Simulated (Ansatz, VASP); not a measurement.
**AgCl in VASP and in Ansatz**

The input INCAR:

```
SYSTEM = AgCl
ALGO     = Normal         ! electronic algorithm
EDIFF    = 1E-7           ! SCF threshold, eV
ENCUT    = 520            ! plane-wave cutoff, eV
ISIF     = 2              ! what is computed and relaxed
ISMEAR   = 0              ! smearing method
LASPH    = .TRUE.         ! aspherical terms in the spheres
LCHARG   = .FALSE.        ! write CHGCAR
LREAL    = .FALSE.        ! projectors in reciprocal space
LWAVE    = .FALSE.        ! write WAVECAR
NBANDS   = 16             ! bands
NELM     = 100            ! most SCF steps
PREC     = Accurate       ! precision mode
SIGMA    = 0.03           ! smearing width, eV
```

KPOINTS

```
k-points
0
G
  10 10 10
  0 0 0
```

The input POSCAR:

```
AgCl
1.0
    3.4339730000      0.0000000000      0.0000000000
    0.0000000000      3.4339730000      0.0000000000
    0.0000000000      0.0000000000      3.4339730000
Ag Cl
1 1
Direct
    0.0000000000      0.0000000000      0.0000000000
    0.3725965522      0.5000000000      0.5000000000
```

Input for Ansatz:

```yaml
crystal:
  lattice:
    - [3.433973, 0.0, 0.0]
    - [0.0, 3.433973, 0.0]
    - [0.0, 0.0, 3.433973]
  atoms:
    - { symbol: Ag, position: [0.0, 0.0, 0.0] }
    - { symbol: Cl, position: [0.3725965522, 0.5, 0.5] }
basis:
  ecutwfc: 420
kpoints:
  mp_grid: { grid: [10, 10, 10] }
hamiltonian:
  xc: lda
scf:
  occupations: { method: gaussian, width: 0.03 }
output:
  forces: true
  stress: true
  eigenvalues: true
```

Change from the starting cell: all Cl atoms moved +0.438 Å, as atom 2 towards its neighbour atom 2 (Cl) at 3.434 Å.

Alike in both runs: task single point; functional LDA; k mesh 10 × 10 × 10; occupations gaussian, width 0.03 eV; no spin polarisation.

|  | VASP | Ansatz |
| --- | --- | --- |
| version | VASP 6.6.1 | Ansatz 0.2.0 |
| potentials or method | VASP PAW LDA potentials, release 64 (Ag, Cl), cutoff 520 eV | scalar-relativistic, plane waves, PAW |
| valence electrons in the cell | 18 | 26 |

Ansatz gave:

| Property | Result |
| --- | --- |
| gap on the k mesh at the Fermi level (eV) | 0.26 |
| least direct gap on the mesh (eV) | 1.47 |
| pressure (GPa) | -5.1 |
| traceless stress, the component that is largest in VASP (GPa) | -0.56 |
| rms of the force components (eV/Å) | 0.054 |

Problem. Which values does VASP return?

Solution. gap on the k mesh at the Fermi level (eV): 0.28; least direct gap on the mesh (eV): 1.49; pressure (GPa): -5.2; traceless stress, the component that is largest in VASP (GPa): -0.58; rms of the force components (eV/Å): 0.051.

LDA's correlation is that of Perdew and Zunger in VASP and of Perdew and Wang (1992) in Ansatz. Atom by atom the forces differ by 0.003 eV/Å (rms over components). VASP's potentials hold 18 valence electrons a cell and Ansatz's 26, so a difference there can come from the potentials and not from the codes.
